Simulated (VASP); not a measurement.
Runs of VASP 6.6.1 on Se. The structure is that of space group Pm-3m (No. 221), or close to it. The cells are those of the table. 

| task | spin | cell | k mesh | cutoff (eV) | gap on the mesh (eV) | pressure (GPa) |
| --- | --- | --- | --- | --- | --- | --- |
| single point | off | a = 2.904 Å, 1 atom | 18 × 18 × 18 | 520 | none | -4.4 |
| single point | off | a = 2.831 Å, 1 atom | 18 × 18 × 18 | 520 | none | 0.1 |
| single point | off | a = 2.713 Å, 1 atom | 18 × 18 × 18 | 520 | none | 12.2 |
| relaxation of cell and atoms | off | relaxed from a = 2.866 Å, 1 atom | 11 × 11 × 11 | 600 | none | 0.0 |
| single point | off | a = 2.792 Å, 1 atom | 18 × 18 × 18 | 520 | none | (a) |
| single point | non-collinear, zero start, SOC | a = 2.831 Å, 1 atom | 11 × 11 × 11 | 520 | - | 0.1 |
| single point | off | a = 2.868 Å, 1 atom | 18 × 18 × 18 | 520 | none | (b) |
| single point | off | a = 2.753 Å, 1 atom | 18 × 18 × 18 | 520 | none | 7.2 |
| single point | off | a = 2.940 Å, 1 atom | 18 × 18 × 18 | 520 | none | -6.0 |
| single point | off | a = 2.831 Å, 1 atom | 11 × 11 × 11 | 520 | none | 0.0 |

Alike in all rows: level PBE; potentials or basis VASP PAW PBE potentials, release 64 (Se); smearing fermi-dirac 0.1 eV.

Problem. Estimate the missing entries.

Solution. (a) 3.3; (b) -2.4.

A k mesh can miss the band edges, and rows without SOC leave out spin-orbit coupling on Se.

A gap of «none» marks levels without a gap at the run's occupations.
